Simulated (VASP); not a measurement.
**ScIn3Rh: single point with PBE**

Crystal: ScIn3Rh.

```xyz
5
Lattice="5.0616 0.0000 0.0000 0.0000 5.0616 0.0000 0.0000 0.0000 5.0616" Properties=species:S:1:pos:R:3 pbc="T T T"
Sc    2.5308    2.5308    2.5308
In    2.5308    0.0000    0.0000
In    0.0000    2.5308    0.0000
In    0.0000    0.0000    2.5308
Rh    0.0000    0.0000    0.0000
```

The cell was built from a structure type or drawn by symmetry, and may not be a known phase.

```yaml
Program: VASP 6.6.1
Task: single point
Functional: PBE
Potentials_or_basis: VASP PAW PBE potentials, release 64 (Sc_sv, In_d, Rh_pv)
Cutoff: 500 eV
k_mesh: 8 × 8 × 8
Occupations: gaussian, width 0.1 eV
Spin: no spin polarisation
```

- Pressure: 0.0 GPa
- Band gap on the k mesh: zero (an odd number of electrons rules out a gap without spin polarisation)

Levels at points of the mesh, in eV from the Fermi level:
| k point | band 28 | band 29 | band 30 | band 31 | band 32 | band 33 | band 34 | band 35 | band 36 | band 37 |
| --- | --- | --- | --- | --- | --- | --- | --- | --- | --- | --- |
| (0.00, 0.00, 0.00) | -2.00 | -1.73 | -1.73 | -1.73 | -0.18 | -0.18 | 0.75 | 0.75 | 0.75 | 1.04 |
| (0.50, 0.00, 0.00) | -2.56 | -1.98 | -1.23 | -1.23 | -0.68 | 0.30 | 0.70 | 1.19 | 1.31 | 1.65 |
| (0.50, 0.50, 0.00) | -3.13 | -2.60 | -2.60 | -1.05 | 0.25 | 0.25 | 0.75 | 0.82 | 0.87 | 0.94 |
| (0.50, 0.50, 0.50) | -3.66 | -3.66 | -3.14 | -3.14 | -0.33 | -0.33 | -0.33 | 0.15 | 0.93 | 0.93 |

It took 78 s on 1 thread of Intel(R) Xeon(R) 6975P-C (Granite Rapids) (shared host), peak memory 0.34 GiB.

Caveat: spin-orbit coupling is left out, which moves the levels of the heavy elements.
